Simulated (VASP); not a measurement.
Input of a VASP 6.6.1 run:

The input POSCAR:

```
GaP
1.0
    1.9430150000      1.1218000000      6.4308100000
   -1.9430150000      1.1218000000      6.4308100000
    0.0000000000     -2.2436010000      6.4308100000
Ga P
2 2
Direct
    0.4353720000      0.4353720000      0.4353720000
    0.5646280000      0.5646280000      0.5646280000
    0.0573890000      0.0573890000      0.0573890000
    0.9426110000      0.9426110000      0.9426110000
```

INCAR.step1

```
PREC = Accurate
ENCUT = 520
ISMEAR = 0
SIGMA = 0.01
LREAL = F
LASPH = T
NELM = 100
NBANDS = 26
GGA = PE
ALGO = Normal
EDIFF = 1E-4
LWAVE = T
LCHARG = F
```

INCAR.step2

```
PREC = Accurate
ENCUT = 520
EDIFF = 1E-7
ISMEAR = 0
SIGMA = 0.01
LREAL = F
LASPH = T
NELM = 100
ALGO = Normal
ISIF = 2
LWAVE = F
LCHARG = F
METAGGA = R2SCAN
LMIXTAU = T
NBANDS = 26
ISTART = 1
```

File KPOINTS:

```
regular mesh
0
Gamma
  7 7 7
```

Potentials or basis: VASP PAW PBE potentials, release 64 (Ga_d, P).

Command:

```sh
$ cat potpaw_PBE.64/Ga_d/POTCAR potpaw_PBE.64/P/POTCAR > POTCAR
$ cp INCAR.step1 INCAR
$ mpirun -np 1 vasp_std > vasp.out
$ cp INCAR.step2 INCAR
$ mpirun -np 1 vasp_std > vasp.out
```

What does it give for the band gap on the k mesh?

1.21 eV (least direct gap 1.48 eV).

What does it give for the largest force?

0.060 eV/Å.

Predict the pressure.

-2.5 GPa.

Stress tensor (GPa, compression positive):
```
-2.43  0.00  0.00
 0.00 -2.43  0.00
 0.00  0.00 -2.51
```

Caveat: the PAW data sets were made with another functional, which shifts forces and pressure a little; an odd mesh through Γ misses points on the zone boundary, where band edges can lie.
